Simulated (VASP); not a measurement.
Runs of VASP 6.6.1 on Al4As. The structure is that of space group I4/mmm (No. 139), or close to it. The cells are those of the table. 

```tsv
task	cell	k mesh	cutoff (eV)	gap on the mesh (eV)	pressure (GPa)	largest force (eV/Å)
single point	a = 7.087 Å, angles 148.9, 148.9, 44.5°, 5 atoms	6 × 6 × 6	520	none	-0.1	0.01
single point	a = 6.218 Å, angles 139.2, 139.2, 59.1°, 5 atoms	6 × 6 × 6	520	none	0.2	(a)
single point	a = 7.129 Å, angles 149.3, 149.3, 44.0°, 5 atoms	14 × 14 × 14	520	none	0.0	-
relaxation of cell and atoms	relaxed from a = 6.218 Å, angles 139.2, 139.2, 59.1°, 5 atoms	6 × 6 × 6	600	-	0.0	0.01
```

Alike in all rows: level PBE; potentials or basis VASP PAW PBE potentials, release 64 (Al, As); no spin polarisation; smearing gaussian 0.1 eV.

Q: Estimate the missing entries.

A: (a) 1.90.

Caveats: some runs use coarse meshes; forces of over 1 eV/Å act on the atoms, so gaps and moduli don't describe the material at rest (some runs); the bands computed are all filled at some k points, so no gap is given (some runs).

A k mesh can miss the band edges, and the runs leave out spin-orbit coupling on As.

A gap of «none» marks levels without a gap at the run's occupations.
